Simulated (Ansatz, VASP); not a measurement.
# Two plane-wave programs on ZnSe

```
Zn Se
1.0
     0.00000    2.83295    2.83295
     2.83295    0.00000    2.83295
     2.83295    2.83295    0.00000
Zn Se
1 1
Direct
  0.00000 0.00000 0.00000
  0.25000 0.25000 0.25000
```

Alike in both runs: task single point; functional r2SCAN; k mesh 8 × 8 × 8; occupations gaussian, width 0.02 eV; no spin polarisation.

```csv
,VASP,Ansatz
version,VASP 6.6.1,Ansatz 0.2.0
potentials or method,"VASP PAW PBE potentials, release 64 (Zn, Se), cutoff 520 eV","scalar-relativistic, plane waves, PAW"
valence electrons in the cell,18,28
```

|  | VASP | Ansatz | Ansatz less VASP |
| --- | --- | --- | --- |
| gap on the k mesh at the Fermi level (eV) | 1.87 | 1.87 | -0.004 |
| least direct gap on the mesh (eV) | 1.87 | 1.87 | -0.004 |

VASP's potentials were made for PBE, not for r2SCAN. The functional is the same, so the differences come from potentials, cutoffs and numerics. VASP's potentials hold 18 valence electrons a cell and Ansatz's 28, so a difference there can come from the potentials and not from the codes.
